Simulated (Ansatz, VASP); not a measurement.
# Two plane-wave programs on Mg

Contents of INCAR:

```
PREC = Accurate
ENCUT = 520
EDIFF = 1E-8
ISMEAR = -1
SIGMA = 0.15
LREAL = F
LASPH = T
NELM = 100
ALGO = Normal
ISIF = 2
LWAVE = F
LCHARG = F
GGA = PE
LEFG = T
NBANDS = 9
```

The input KPOINTS:

```
regular mesh
0
Gamma
  15 15 8
```

POSCAR

```
Mg
1.0
    3.2071272454      0.0000000000      0.0000000000
   -1.6035636227      2.7774536677      0.0000000000
    0.0000000000      0.0000000000      5.1634531938
Mg
2
Direct
    0.3333333333      0.6666666667      0.2500000000
    0.6666666667      0.3333333333      0.7500000000
```

Input for Ansatz:

```yaml
crystal:
  lattice:
    - [3.2071272454, 0.0, 0.0]
    - [-1.6035636227, 2.7774536677, 0.0]
    - [0.0, 0.0, 5.1634531938]
  atoms:
    - { symbol: Mg, position: [0.3333333333, 0.6666666667, 0.25] }
    - { symbol: Mg, position: [0.6666666667, 0.3333333333, 0.75] }
basis:
  ecutwfc: 420
kpoints:
  mp_grid: { grid: [15, 15, 8] }
hamiltonian:
  xc: pbe
scf:
  occupations: { method: fermi_dirac, width: 0.15 }
output:
  forces: true
  stress: true
  eigenvalues: true
  efg: {}
checkpoint:
  read: start.run
  write: ck
  compress: false
  write_wavefunctions: false
  write_every: 100000
```

Alike in both runs: task electric field gradients; functional PBE; k mesh 15 × 15 × 8; occupations fermi-dirac, width 0.15 eV; no spin polarisation.

|  | VASP | Ansatz |
| --- | --- | --- |
| version | VASP 6.6.1 | Ansatz 0.2.0 |
| potentials or method | VASP PAW PBE potentials, release 64 (Mg), cutoff 520 eV | scalar-relativistic, plane waves, PAW |
| valence electrons in the cell | 4 | 20 |

|  | VASP | Ansatz | Ansatz less VASP |
| --- | --- | --- | --- |
| gap on the k mesh at the Fermi level (eV) | none | none | - |
| pressure (GPa) | -0.1 | 0.0 | +0.13 |
| size of Vzz on the site where it differs most (V/Å²) | 0.2 | 0.3 | +0.12 |

A gap of «none» marks a metal or a gap that the smearing closes. VASP's potentials hold 4 valence electrons a cell and Ansatz's 20, so a difference there can come from the potentials and not from the codes.
